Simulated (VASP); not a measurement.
# Ge (P6_3/mmc) in VASP: notebook, part 2 of 2

VASP 6.6.1.

## Step 5: Relaxation of cell and atoms, LDA, target pressure 240 GPa, at which the enthalpy is minimised

Input file INCAR:

```
PREC = Accurate ; ENCUT = 600
EDIFF = 1E-6 ; ISMEAR = -1
SIGMA = 0.1 ; LREAL = False
LASPH = True ; NELM = 100
ALGO = Normal ; ISIF = 3
LWAVE = False ; LCHARG = False
GGA = CA ; IBRION = 2
NSW = 32 ; EDIFFG = -0.005
PSTRESS = 2400.0
```

Input file KPOINTS:

```
regular mesh
0
Gamma
  18 18 10
```

Input file POSCAR:

```
Ge
1.0
    2.3424009860      0.0000000000      0.0000000000
   -1.1712004930      2.0285787598      0.0000000000
    0.0000000000      0.0000000000      3.8340493690
Ge
2
Direct
    0.3333333333      0.6666666667      0.2500000000
    0.6666666667      0.3333333333      0.7500000000
```

Potentials or basis: VASP PAW LDA potentials, release 64 (Ge_d).

Command:

```
$ cat potpaw_LDA.64/Ge_d/POTCAR > POTCAR
$ mpirun -np 1 vasp_std > vasp.out
```

OUTCAR:

```text
PREC = Accurate
   ENCUT = 600
   EDIFF = 1E-6
   ISMEAR = -1
   LREAL = False
   LASPH = True
   NELM = 100
   ISIF = 3
   GGA = CA
   IBRION = 2
   NSW = 32
   EDIFFG = -0.005
   PSTRESS = 2400.0

 ion  position               nearest neighbor table
   1  0.333  0.667  0.250-   2 2.35   2 2.35   2 2.35   2 2.35   2 2.35   2 2.35
   2  0.667  0.333  0.750-   1 2.35   1 2.35   1 2.35   1 2.35   1 2.35   1 2.35

  LATTYP: Found a hexagonal cell.
 ALAT       =     2.3424009860
 C/A-ratio  =     1.6368031741

  Lattice vectors:

 A1 = (   2.3424009860,   0.0000000000,   0.0000000000)
 A2 = (  -1.1712004930,   2.0285787598,   0.0000000000)
 A3 = (   0.0000000000,   0.0000000000,   3.8340493690)

Analysis of symmetry for initial positions (statically):
=====================================================================
 Subroutine PRICEL returns:
 Original cell was already a primitive cell.

 Routine SETGRP: Setting up the symmetry group for a
 hexagonal supercell.

 Subroutine GETGRP returns: Found 24 space group operations
[... 171 lines left out ...]

  FORCE on cell =-STRESS in cart. coord.  units (eV):
  Direction    XX          YY          ZZ          XY          YZ          ZX
  --------------------------------------------------------------------------------------
  -------------------------------------------------------------------------------------
  Total       27.6006385     27.6006385     27.6018030     -0.0000000     -0.0000000      0.0000000
  in kB     2427.2745055   2427.2745057   2427.3769129     -0.0000000     -0.0000000      0.0000000
  external PRESSURE =      27.3086414 kB  Pullay stress =    2400.0000000 kB
[... 253 lines left out ...]
--------------------------------------- Ionic step        8  -------------------------------------------

 number of electron      28.0000000 magnetization

 Free energy of the ion-electron system (eV)
  ---------------------------------------------------
  ext. energy  EPLUGINS =         0.00000000
  ---------------------------------------------------
  free energy    TOTEN  =        -2.69777123 eV

  energy without entropy =       -2.68314936  energy(sigma->0) =       -2.69046029

 E-fermi :  17.9275     XC(G=0): -15.8253

 val. band max:       17.8774996296   @ k =   0.1667  -0.0000   0.4000
 cond. band min:      17.9687414175   @ k =   0.1667   0.1667   0.0000
 fundamental gap:      0.0912417879
 Fermi energy:        17.9274626506

 k-point     1 :       0.0000    0.0000    0.0000
  band No.  band energies     occupation
      1      -8.9158      2.00000
      2      -8.6027      2.00000
      3      -8.5498      2.00000
      4      -8.5498      2.00000
      5      -8.4752      2.00000
      6      -8.4752      2.00000
[... 481 lines left out ...]
      5      -8.3579      2.00000
      6      -8.3154      2.00000
[... 10 lines left out ...]
     17      19.2598      0.00000
     18      28.2932      0.00000

 [... further k-points ...]

------------------------ aborting loop because EDIFF is reached ----------------------------------------

  FORCE on cell =-STRESS in cart. coord.  units (eV):
  Direction    XX          YY          ZZ          XY          YZ          ZX
  --------------------------------------------------------------------------------------
  -------------------------------------------------------------------------------------
  Total       27.3846022     27.3846022     27.3836925      0.0000000     -0.0000000      0.0000000
  in kB     2400.0287057   2400.0287061   2399.9489840      0.0000000     -0.0000000      0.0000000
  external PRESSURE =       0.0021319 kB  Pullay stress =    2400.0000000 kB
[... 21 lines left out ...]
  energy  without entropy=       -2.6831493563  energy(sigma->0) =       -2.69046029

  enthalpy is  TOTEN    =        24.6865034123 eV   P V=       27.3842746445

 reached required accuracy - stopping structural energy minimisation
```

OSZICAR:

```text
N       E                     dE             d eps       ncg     rms          rms(c)
DAV:   1     0.140757176786E+03    0.14076E+03   -0.15130E+04  9370   0.546E+03
[... 47 lines left out ...]
DAV:   1    -0.269703485138E+01    0.29291E-02   -0.42678E-05  9044   0.202E-01    0.123E-02
DAV:   2    -0.269703202491E+01    0.28265E-05   -0.24742E-06  6556   0.585E-02    0.637E-03
DAV:   3    -0.269703103065E+01    0.99427E-06   -0.16960E-06  5114   0.378E-02
   7 F= 0.24686503E+02 E0= 0.24693814E+02  d E =0.271996E-07
       N       E                     dE             d eps       ncg     rms          rms(c)
DAV:   1    -0.269777138265E+01   -0.73936E-03   -0.33305E-06  6080   0.434E-02    0.299E-03
DAV:   2    -0.269777123222E+01    0.15042E-06   -0.37939E-07  4288   0.192E-02
   8 F= 0.24686503E+02 E0= 0.24693814E+02  d E =0.146264E-06
```

Wall time 6 min (1 thread of Intel Xeon 8259CL, shared host); peak memory 0.19 GiB.

Results:

```yaml
Free_energy: -2.6978 eV
Relaxed_volume: 9.14 Å³/atom
Relaxed_cell: a = 2.345 Å, b = 2.345 Å, c = 3.838 Å, α = 90.00°, β = 90.00°, γ = 120.00°
Space_group_after_relaxing_to_0.1_Å: P6_3/mmc (No. 194)
Energy_change_on_relaxing_the_run_minimises_the_enthalpy: -47.2 meV/atom
Ionic_steps: 8
Pressure_after_relaxing: 240.0 GPa
Band_gap_on_the_k_mesh: zero (bands 14 and 15 overlap by 18.49 eV)
```

The path:
| step | energy change (eV) | largest force (eV/Å) | pressure (GPa) | volume (Å³) |
| --- | --- | --- | --- | --- |
| 1 | 0.0000 | 0.0000 | 242.73 | 18.22 |
| 2 | -0.5998 | 0.0000 | 223.28 | 18.63 |
| 3 | -0.0879 | 0.0000 | 240.14 | 18.28 |
| 4 | -0.0922 | 0.0000 | 239.87 | 18.28 |
| 5 | -0.0901 | 0.0000 | 240.31 | 18.28 |
| 6 | -0.0965 | 0.0000 | 239.75 | 18.28 |
| 7 | -0.0936 | 0.0000 | 240.29 | 18.28 |
| 8 | -0.0944 | 0.0000 | 240.00 | 18.28 |

Final structure:
```
Ge
1.0
     2.34509    0.00000    0.00000
    -1.17255    2.03091    0.00000
     0.00000    0.00000    3.83840
Ge
2
Cartesian
  0.0000 1.3539 0.9596
  1.1725 0.6770 2.8788
```

Caveat: the cell is relaxed towards a set pressure, so the run minimises the enthalpy, not the energy.

## Step 6: Overview

```tsv
task	cell	cutoff (eV)	gap on the mesh (eV)	pressure (GPa)
single point	a = 2.342, b = 2.342, c = 3.834 Å, angles 90.0, 90.0, 120.0°, 2 atoms	520	none	242.7
single point	a = 2.343, b = 2.343, c = 3.834 Å, angles 90.0, 90.0, 120.0°, 2 atoms	520	none	242.5
relaxation of cell and atoms	relaxed to 240 GPa from a = 2.350, b = 2.350, c = 3.807 Å, angles 90.0, 90.0, 120.0°, 2 atoms	600	none	240.1
relaxation of cell and atoms	relaxed to 240 GPa from a = 2.342, b = 2.342, c = 3.834 Å, angles 90.0, 90.0, 120.0°, 2 atoms	600	none	240.0
```

Alike in all rows: level LDA; potentials or basis VASP PAW LDA potentials, release 64 (Ge_d); no spin polarisation; k mesh 18 × 18 × 10; smearing fermi-dirac 0.1 eV.

Caveats: the cell stands under pressure (at least some runs); the cell is relaxed towards a set pressure, so the run minimises the enthalpy, not the energy (at least some runs).

Absolute energies hang on the potentials; compare differences alone.
